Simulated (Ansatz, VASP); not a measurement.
## One calculation of Nb, two programs

```xyz
1
Lattice="0.0053 2.1150 2.1150 2.1203 0.0000 2.1203 2.1150 2.1150 0.0053" Properties=species:S:1:pos:R:3 pbc="T T T"
Nb    0.0000    0.0000    0.0000
```

Change from the starting cell: strain +0.0050 x Voigt [0, 0, 0, 0, 1, 0], atoms carried along.

Alike in both runs: task single point; functional PBEsol; k mesh 20 × 20 × 20; occupations gaussian, width 0.15 eV; no spin polarisation.

```csv
,VASP,Ansatz
version,VASP 6.6.1,Ansatz 0.2.0
potentials or method,"VASP PAW PBE potentials, release 64 (Nb_sv), cutoff 520 eV","scalar-relativistic, plane waves, PAW"
valence electrons in the cell,13,13
```

|  | VASP | Ansatz | Ansatz less VASP |
| --- | --- | --- | --- |
| gap on the k mesh at the Fermi level (eV) | none | none | - |
| pressure (GPa) | -7.2 | -6.9 | +0.27 |
| traceless stress, the component that is largest in VASP (GPa) | 0.27 | 0.28 | +0.006 |

VASP's potentials were made for PBE, not for PBEsol. A gap of «none» marks a metal or a gap that the smearing closes.
